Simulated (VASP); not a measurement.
Input of a VASP 6.6.1 run:

File POSCAR:

```
Zn2C
1.0
    0.0000000000      2.5779490272      2.5779490272
    2.5024151207      0.0000000000      2.5779490272
    2.5024151207      2.5779490272      0.0000000000
C Zn
1 2
Direct
    0.0000000000      0.0000000000      0.0000000000
    0.2500000000      0.2500000000      0.2500000000
    0.7500000000      0.7500000000      0.7500000000
```

INCAR.step1

```
PREC     = Accurate       # precision mode
ENCUT    = 520            # plane-wave cutoff, eV
ISMEAR   = -1             # smearing method
SIGMA    = 0.02           # smearing width, eV
LREAL    = F              # projectors in reciprocal space
LASPH    = T              # aspherical terms in the spheres
NELM     = 60             # most SCF steps
NBANDS   = 21             # bands
GGA      = PE             # functional
ALGO     = Normal         # electronic algorithm
EDIFF    = 1E-4           # SCF threshold, eV
LWAVE    = T              # write WAVECAR
LCHARG   = F              # write CHGCAR
```

File INCAR.step2:

```
PREC     = Accurate       # precision mode
ENCUT    = 520            # plane-wave cutoff, eV
EDIFF    = 1E-6           # SCF threshold, eV
ISMEAR   = -1             # smearing method
SIGMA    = 0.02           # smearing width, eV
LREAL    = F              # projectors in reciprocal space
LASPH    = T              # aspherical terms in the spheres
NELM     = 60             # most SCF steps
ALGO     = Normal         # electronic algorithm
ISIF     = 2              # what is computed and relaxed
LWAVE    = F              # write WAVECAR
LCHARG   = F              # write CHGCAR
METAGGA  = R2SCAN         # meta-GGA
LMIXTAU  = T            
NBANDS   = 21             # bands
ISTART   = 1
```

KPOINTS

```
regular mesh
0
Gamma
  8 8 8
```

Potentials or basis: VASP PAW PBE potentials, release 64 (C, Zn).

Run with:

```bash
$ cat potpaw_PBE.64/C/POTCAR potpaw_PBE.64/Zn/POTCAR > POTCAR
$ cp INCAR.step1 INCAR
$ mpirun -np 1 vasp_std > vasp.out
$ cp INCAR.step2 INCAR
$ mpirun -np 1 vasp_std > vasp.out
```

Q: Estimate the band gap on the k mesh.

A: 0.15 eV.

Q: Predict the pressure.

A: 5.5 GPa.

Stress tensor (GPa, compression positive):
```
10.74  0.00  0.00
 0.00  2.92  0.00
 0.00  0.00  2.92
```

Caveat: the cell differs from its parent crystal (uniaxial x strain -2.9%); the cell stands under pressure; the PAW data sets were made with another functional, which shifts forces and pressure a little.
